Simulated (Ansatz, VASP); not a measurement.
# CsCu4: VASP beside Ansatz

```
Cs Cu
1.0
     4.51714    0.00000    0.00000
     0.00000    4.51714    0.00000
     0.00000    0.00000    4.51714
Cs Cu
1 4
Cartesian
  2.2586 2.2586 2.2586
  0.0000 2.2586 2.2586
  2.2586 2.2586 0.0000
  2.2586 0.0000 2.2586
  0.0000 0.0000 0.0000
```

Change from the starting cell: species swapped into the Fe4N type (Pm-3m, No. 221).

Alike in both runs: task relaxation of cell and atoms; functional PBE; k mesh 4 × 4 × 4; occupations gaussian, width 0.1 eV; no spin polarisation.

```csv
,VASP,Ansatz
version,VASP 6.6.1,Ansatz 0.2.0
potentials or method,"VASP PAW PBE potentials, release 64 (Cs_sv, Cu), cutoff 600 eV","scalar-relativistic, plane waves, PAW"
valence electrons in the cell,53,85
```

Ansatz gave:

- gap on the k mesh at the Fermi level, each at its own relaxed structure (eV): none
- relaxed volume (Å³/atom): 32.77
- relaxed cell length with the largest relative difference (Å): 5.472

What did VASP give for the same quantities?

gap on the k mesh at the Fermi level, each at its own relaxed structure (eV): none; relaxed volume (Å³/atom): 32.40; relaxed cell length with the largest relative difference (Å): 5.452.

A gap of «none» marks a metal or a gap that the smearing closes. VASP's potentials hold 53 valence electrons a cell and Ansatz's 85, so a difference there can come from the potentials and not from the codes.

Spin-orbit coupling is off throughout. Noted on VASP's run: the volume moved by over 15 % at a fixed basis, so the end points are rough.
